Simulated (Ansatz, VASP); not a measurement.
# C: VASP beside Ansatz

File INCAR:

```
PREC     = Accurate       # precision mode
ENCUT    = 520            # plane-wave cutoff, eV
EDIFF    = 1E-6           # SCF threshold, eV
ISMEAR   = 0              # smearing method
SIGMA    = 0.02           # smearing width, eV
LREAL    = False          # projectors in reciprocal space
LASPH    = True           # aspherical terms in the spheres
NELM     = 80             # most SCF steps
ALGO     = Normal         # electronic algorithm
ISIF     = 2              # what is computed and relaxed
LWAVE    = False          # write WAVECAR
LCHARG   = False          # write CHGCAR
GGA      = PE             # functional
NBANDS   = 11             # bands
```

File KPOINTS:

```
regular mesh
0
Gamma
  12 12 12
```

POSCAR

```
C
1.0
    0.0000000000      2.1270000000      3.3480000000
    1.2280000000      0.0000000000      3.3480000000
    1.2280000000      2.1270000000      0.0000000000
C
2
Direct
    0.1666700000      0.8333300000      0.1666700000
    0.8333300000      0.1666700000      0.8333300000
```

Input for Ansatz:

```yaml
crystal:
  lattice:
    - [0.0, 2.127, 3.348]
    - [1.228, 0.0, 3.348]
    - [1.228, 2.127, 0.0]
  atoms:
    - { symbol: C, position: [0.16667, 0.83333, 0.16667] }
    - { symbol: C, position: [0.83333, 0.16667, 0.83333] }
basis:
  ecutwfc: 420
kpoints:
  mp_grid: { grid: [12, 12, 12] }
hamiltonian:
  xc: pbe
scf:
  occupations: { method: gaussian, width: 0.02 }
output:
  forces: true
  stress: true
  eigenvalues: true
```

Alike in both runs: task single point; functional PBE; k mesh 12 × 12 × 12; occupations gaussian, width 0.02 eV; no spin polarisation.

|  | VASP | Ansatz |
| --- | --- | --- |
| version | VASP 6.6.1 | Ansatz 0.2.0 |
| potentials or method | VASP PAW PBE potentials, release 64 (C), cutoff 520 eV | scalar-relativistic, plane waves, PAW |
| valence electrons in the cell | 8 | 8 |

VASP gave:

| Property | Result |
| --- | --- |
| gap on the k mesh at the Fermi level (eV) | 0.01 |
| least direct gap on the mesh (eV) | 0.01 |
| pressure (GPa) | 5.0 |
| traceless stress, the component that is largest in VASP (GPa) | -1.32 |
| rms of the force components (eV/Å) | 0.005 |

Task: Which values does Ansatz return?

Result: gap on the k mesh at the Fermi level (eV): 0.01; least direct gap on the mesh (eV): 0.01; pressure (GPa): 4.6; traceless stress, the component that is largest in VASP (GPa): -0.78; rms of the force components (eV/Å): 0.005.

Atom by atom the forces differ by 0.000 eV/Å (rms over components).
